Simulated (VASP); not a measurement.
Set up this calculation in VASP 6.6.1, as the native input.

| Item | Value |
| --- | --- |
| Task | single point |
| Functional | LDA |
| Potentials or basis | VASP PAW LDA potentials, release 64 (Ta_sv_GW, N) |
| Cutoff | 600 eV |
| k mesh | 5 × 5 × 8 |
| Occupations | gaussian, width 0.1 eV |
| Spin | no spin polarisation |
| Dipole correction | no |
| Second run | valence_matched |
| Further INCAR settings | ALGO = Normal; EDIFF = 1e-06; NBANDS = 36 |

The structure of TaN lies in POSCAR:

```
TaN
1.0
    5.1960000000      0.0000000000      0.0000000000
   -2.5980000000      4.4998679981      0.0000000000
    0.0000000000      0.0000000000      2.9110000000
Ta N
3 3
Direct
    0.3333333333      0.6666666667      0.5000000000
    0.6666666667      0.3333333333      0.5000000000
    0.0000000000      0.0000000000      0.0000000000
    0.3928500000      0.0000000000      0.0000000000
    0.6071500000      0.6071500000      0.0000000000
    0.0000000000      0.3928500000      0.0000000000
```

The input as run:

INCAR

```
PREC = Accurate
ENCUT = 600
EDIFF = 1E-6
ISMEAR = 0
SIGMA = 0.1
LREAL = F
LASPH = T
NELM = 120
ALGO = Normal
ISIF = 2
LWAVE = F
LCHARG = F
NBANDS = 36
GGA_COMPAT = F
```

KPOINTS

```
Automatic mesh
0
Gamma
  5 5 8
```

Potentials or basis: VASP PAW LDA potentials, release 64 (Ta_sv_GW, N).

The run is started by

```bash
$ cat potpaw_LDA.64/Ta_sv_GW/POTCAR potpaw_LDA.64/N/POTCAR > POTCAR
$ mpirun -np 1 vasp_std > vasp.out
```

It gave:

- Pressure: -9.0 GPa
- Largest force: 0.068 eV/Å
- Band gap on the k mesh: zero (band 27 reaches 13.89 eV, above the bottom of band 28 at 10.81 eV)

Caveat: spin-orbit coupling is left out, which moves the levels of the heavy elements.

It used 340 s of CPU time on 1 thread of AMD EPYC 7R13 Processor (Zen 3), on a shared host.
